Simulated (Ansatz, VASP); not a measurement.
Two plane-wave programs on Mg2C

```xyz
3
Lattice="-2.1179 2.1179 3.0651 2.1179 -2.1179 3.0651 2.1179 2.1179 -3.0651" Properties=species:S:1:pos:R:3 pbc="T T T"
Mg    0.0000    2.1179    0.0000
Mg    2.1179    0.0000    0.0000
C     0.0000    0.0000    3.0651
```

Alike in both runs: functional PBE; k mesh 16 × 16 × 16; occupations gaussian, width 0.1 eV; no spin polarisation.

Ansatz relaxed the structure, and its values are those at the end. VASP's run is a single point on that final structure, the one shown.

|  | VASP | Ansatz |
| --- | --- | --- |
| version | VASP 6.6.1 | Ansatz 0.2.0 |
| potentials or method | VASP PAW PBE potentials, release 64 (Mg, C), cutoff 520 eV | scalar-relativistic, plane waves, PAW |
| valence electrons in the cell | 8 | 24 |

|  | VASP | Ansatz | Ansatz less VASP |
| --- | --- | --- | --- |
| gap on the k mesh at the Fermi level (eV) | none | none | - |
| pressure (GPa) | 0.0 | 0.0 | +0.04 |

A gap of «none» marks a metal or a gap that the smearing closes. With one functional, cell and mesh, what is left measures potentials, basis and numerics. VASP's potentials hold 8 valence electrons a cell and Ansatz's 24, so a difference there can come from the potentials and not from the codes.
